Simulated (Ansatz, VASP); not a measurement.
**One calculation of Ir3O, two programs**

```
Ir O
1.0
    -2.51356    2.51356    2.51356
     2.51356   -2.51356    2.51356
     2.51356    2.51356   -2.51356
Ir O
3 1
Direct
  0.00000 0.50000 0.50000
  0.50000 0.00000 0.50000
  0.50000 0.50000 0.00000
  0.00000 0.00000 0.00000
```

Alike in both runs: task relaxation of cell and atoms; functional PBE; k mesh 6 × 6 × 6; occupations gaussian, width 0.1 eV; collinear spin.

```csv
,VASP,Ansatz
version,VASP 6.6.1,Ansatz 0.2.0
potentials or method,"VASP PAW PBE potentials, release 64 (Ir, O), cutoff 600 eV","scalar-relativistic, plane waves, PAW"
valence electrons in the cell,33,57
```

```csv
,VASP,Ansatz,Ansatz less VASP
"gap on the k mesh at the Fermi level, each at its own relaxed structure (eV)",none,none,-
net moment per atom (μB),0.00,0.00,0.000
relaxed volume (Å³/atom),15.21,15.19,-0.020
relaxed length of the cell vector where the two differ most in proportion (Å),4.291,4.289,-0.0019
```

A gap of «none» marks a metal or a gap that the smearing closes. VASP's potentials hold 33 valence electrons a cell and Ansatz's 57, so a difference there can come from the potentials and not from the codes. Ansatz's warnings: seeded moment not kept.

Neither program's run includes spin-orbit coupling.
